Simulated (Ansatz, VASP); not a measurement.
TaTi3 in VASP and in Ansatz

```
CELL_PARAMETERS angstrom
0.00000 3.30951 3.30951
3.30951 0.00000 3.30951
3.30951 3.30951 0.00000
ATOMIC_POSITIONS crystal
Ti 0.25000 0.25000 0.25000
Ti 0.75000 0.75000 0.75000
Ti 0.50000 0.50000 0.50000
Ta 0.00000 0.00000 0.00000
```

Alike in both runs: task single point; functional LDA; k mesh 6 × 6 × 6; occupations fermi-dirac, width 0.1 eV; no spin polarisation.

|  | VASP | Ansatz |
| --- | --- | --- |
| version | VASP 6.6.1 | Ansatz 0.2.0 |
| potentials or method | VASP PAW LDA potentials, release 64 (Ti_sv, Ta_pv), cutoff 520 eV | plane waves, PAW |
| valence electrons in the cell | 47 | 49 |

Ansatz gave:

- pressure (GPa): -13.4

Problem. What did VASP give for the same quantities?

Solution. Pressure (GPa): -13.3.

LDA's correlation is that of Perdew and Zunger in VASP and of Perdew and Wang (1992) in Ansatz. VASP's potentials hold 47 valence electrons a cell and Ansatz's 49, so a difference there can come from the potentials and not from the codes.

Spin-orbit coupling is off throughout.
